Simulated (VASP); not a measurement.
Input of a VASP 6.6.1 run:

INCAR

```
PREC = Accurate
ENCUT = 520
EDIFF = 1E-7
ISMEAR = 0
SIGMA = 0.15
LREAL = False
LASPH = True
NELM = 60
ALGO = Normal
ISIF = 2
LWAVE = False
LCHARG = False
GGA = PE
IVDW = 12
NBANDS = 49
```

The input KPOINTS:

```
regular mesh
0
Gamma
  14 14 3
```

The input POSCAR:

```
MoS2
1.0
   -3.1342106946      0.0000000000      0.0000000000
   -1.5671053473     -2.7143060823      0.0000000000
    0.0000000000      0.0000000000     18.2135570258
Mo S
3 6
Direct
    0.6666666667      0.6666666667      0.1634802705
    1.0000000000      0.0000000000      0.8173359672
    0.3333333333      0.3333333333      0.4904081189
    0.6666666667      0.6666666667      0.9053210343
    0.0000000000      1.0000000000      0.5783931860
    0.3333333333      0.3333333333      0.2514653376
    0.6666666667      0.6666666667      0.4024230518
    1.0000000000      0.0000000000      0.0754952035
    0.3333333333      0.3333333333      0.7293509001
```

Potentials or basis: VASP PAW PBE potentials, release 64 (Mo_sv, S).

Launch:

```console
$ cat potpaw_PBE.64/Mo_sv/POTCAR potpaw_PBE.64/S/POTCAR > POTCAR
$ mpirun -np 1 vasp_std > vasp.out
```

**Question.** Predict the pressure.

**Answer.** -0.2 GPa.

**Question.** Estimate the largest force.

**Answer.** 0.101 eV/Å.

Forces in eV/Å, atoms in the order of the input:
```
Mo   0.000  0.000 -0.038
Mo   0.000  0.000  0.038
Mo   0.000  0.000  0.000
S    0.000  0.000  0.101
S    0.000  0.000 -0.010
S    0.000  0.000  0.003
S    0.000  0.000  0.010
S    0.000  0.000 -0.101
S    0.000  0.000 -0.003
```
